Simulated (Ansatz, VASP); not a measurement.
**Si3Bi in VASP and in Ansatz**

```
Si Bi
1.0
     0.00000    3.47276    3.47276
     3.47276    0.00000    3.47276
     3.47276    3.47276    0.00000
Si Bi
3 1
Direct
  0.25000 0.25000 0.25000
  0.75000 0.75000 0.75000
  0.50000 0.50000 0.50000
  0.00000 0.00000 0.00000
```

Change from the starting cell: species swapped into the Ti3Os type (Fm-3m, No. 225).

Alike in both runs: task single point; functional PBE; k mesh 4 × 4 × 4; occupations gaussian, width 0.1 eV; no spin polarisation.

|  | VASP | Ansatz |
| --- | --- | --- |
| version | VASP 6.6.1 | Ansatz 0.2.0 |
| potentials or method | VASP PAW PBE potentials, release 64 (Si, Bi_d), cutoff 520 eV | scalar-relativistic, plane waves, PAW |
| valence electrons in the cell | 27 | 27 |

VASP gave:

| Item | Value |
| --- | --- |
| gap on the k mesh at the Fermi level (eV) | none |
| pressure (GPa) | -5.0 |

Q: Estimate Ansatz's values.

A: gap on the k mesh at the Fermi level (eV): none; pressure (GPa): -4.9.

A gap of «none» marks a metal or a gap that the smearing closes.

The k mesh is coarse, so the values compare programs but aren't converged. Neither program's run includes spin-orbit coupling.
